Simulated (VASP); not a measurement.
Runs of VASP 6.6.1 on ZnSe. The structure is that of space group F-43m (No. 216), or close to it. The cells are those of the table. 

| cell | gap on the mesh (eV) | pressure (GPa) |
| --- | --- | --- |
| a = 4.023, b = 4.023, c = 3.980 Å, angles 59.6, 59.6, 90.0°, 2 atoms | 1.16 | (a) |
| a = 3.904, b = 3.904, c = 3.991 Å, angles 60.7, 60.7, 90.0°, 2 atoms | 1.25 | 1.4 |
| a = 3.904, b = 3.904, c = 3.968 Å, angles 60.5, 60.5, 90.0°, 2 atoms | 1.31 | 2.3 |
| a = 4.003, b = 4.003, c = 3.982 Å, angles 59.8, 59.8, 90.0°, 2 atoms | 1.20 | 0.0 |
| a = 3.963, b = 3.963, c = 3.979 Å, angles 60.1, 60.1, 90.0°, 2 atoms | (c) | 0.8 |
| a = 3.943, b = 3.943, c = 3.987 Å, angles 60.4, 60.4, 90.0°, 2 atoms | 1.25 | 0.8 |
| a = 3.963, b = 3.963, c = 3.985 Å, angles 60.2, 60.2, 90.0°, 2 atoms | 1.25 | (b) |
| a = 4.023, b = 4.023, c = 3.991 Å, angles 59.7, 59.7, 90.0°, 2 atoms | 1.15 | -0.6 |

Alike in all rows: task single point; level PBEsol; potentials or basis VASP PAW PBE potentials, release 64 (Zn, Se); no spin polarisation; k mesh 8 × 8 × 8; cutoff (eV) 520; smearing gaussian 0.01 eV.

Task: Fill in the values left out.

Result: (a) -0.2; (b) 0.5; (c) 1.26.

Caveats: the PAW data sets were made with another functional, which shifts forces and pressure a little.

A k mesh can miss the band edges, and the runs leave out spin-orbit coupling on Se.
